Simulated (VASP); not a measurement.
Set up this calculation in VASP 6.6.1, as the native input.

```
Task                   : single point
Functional             : r2SCAN
Potentials or basis    : VASP PAW PBE potentials, release 64 (Si, O)
Cutoff                 : 520 eV
k mesh                 : 6 × 6 × 8
Occupations            : gaussian, width 0.02 eV
Spin                   : no spin polarisation
Dipole correction      : no
Further INCAR settings : ALGO = Normal; EDIFF = 1e-06; NBANDS = 25
```

The system is SiO2.

```
Si O
1.0
     4.18477    0.00000    0.00000
     0.00000    4.18477    0.00000
     0.00000    0.00000    2.66842
Si O
2 4
Direct
  0.00000 0.00000 0.00000
  0.50000 0.50000 0.50000
  0.30610 0.30610 0.00000
  0.19390 0.80610 0.50000
  0.69390 0.69390 0.00000
  0.80610 0.19390 0.50000
```

One way to write it, as run:

POSCAR

```
SiO2
1.0
    4.1847652139      0.0000000000      0.0000000000
    0.0000000000      4.1847652139      0.0000000000
    0.0000000000      0.0000000000      2.6684166030
Si O
2 4
Direct
    0.0000000000      0.0000000000      0.0000000000
    0.5000000000      0.5000000000      0.5000000000
    0.3061025529      0.3061025529      0.0000000000
    0.1938974471      0.8061025529      0.5000000000
    0.6938974471      0.6938974471      0.0000000000
    0.8061025529      0.1938974471      0.5000000000
```

INCAR.step1

```
SYSTEM = SiO2
ALGO = Normal
EDIFF = 1E-4
ENCUT = 520
GGA = PE
ISMEAR = 0
LASPH = .TRUE.
LCHARG = .FALSE.
LREAL = .FALSE.
LWAVE = .TRUE.
NBANDS = 25
NELM = 80
PREC = Accurate
SIGMA = 0.02
```

INCAR.step2

```
SYSTEM = SiO2
ALGO = Normal
EDIFF = 1E-6
ENCUT = 520
ISIF = 2
ISMEAR = 0
ISTART = 1
LASPH = .TRUE.
LCHARG = .FALSE.
LMIXTAU = .TRUE.
LREAL = .FALSE.
LWAVE = .FALSE.
METAGGA = R2SCAN
NBANDS = 25
NELM = 80
PREC = Accurate
SIGMA = 0.02
```

KPOINTS

```
k-points
0
G
  6 6 8
  0 0 0
```

Potentials or basis: VASP PAW PBE potentials, release 64 (Si, O).

The run is started by

```sh
$ cat potpaw_PBE.64/Si/POTCAR potpaw_PBE.64/O/POTCAR > POTCAR
$ cp INCAR.step1 INCAR
$ mpirun -np 1 vasp_std > vasp.out
$ cp INCAR.step2 INCAR
$ mpirun -np 1 vasp_std > vasp.out
```

Results of the run:

```
Pressure               : 0.5 GPa
Largest force          : 0.024 eV/Å
Band gap on the k mesh : 6.52 eV
```

Caveat: the PAW data sets were made with another functional, which shifts forces and pressure a little.

It took 3.4 min on 1 thread of Intel Xeon 8259CL (shared host), peak memory 0.18 GiB.
